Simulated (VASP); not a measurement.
In, 1 atom in the cell. The structure is tetragonal, space group I4/mmm (No. 139). The conventional cell has a = 3.262 Å, b = 3.262 Å, c = 4.801 Å, α = 90.00°, β = 90.00°, γ = 90.00°. Within 4.3 Å of In (site symmetry 4/mmm) lie 12 In at 3.26 to 3.33 Å. 

| Item | Value |
| --- | --- |
| Program | VASP 6.6.1 |
| Task | single point |
| Functional | PBEsol |
| Potentials or basis | VASP PAW PBE potentials, release 64 (In_d) |
| Cutoff | 520 eV |
| k mesh | 11 × 11 × 11 |
| Occupations | fermi-dirac, width 0.05 eV |
| Spin | no spin polarisation |
| Dipole correction | no |
| Further INCAR settings | ALGO = Normal; EDIFF = 1e-07; NBANDS = 12 |

Potentials or basis: VASP PAW PBE potentials, release 64 (In_d).

Run with:

```bash
$ cat potpaw_PBE.64/In_d/POTCAR > POTCAR
$ mpirun -np 1 vasp_std > vasp.out
```

Hardware: 1 thread of Intel(R) Xeon(R) Platinum 8488C (Sapphire Rapids), on a shared host.

Problem. How long does it take, and how much memory?

Solution. Wall time 24 s on 1 thread of Intel(R) Xeon(R) Platinum 8488C (Sapphire Rapids), on a shared host, peak memory 0.18 GiB. Counts: scf iterations 11, k points 126.
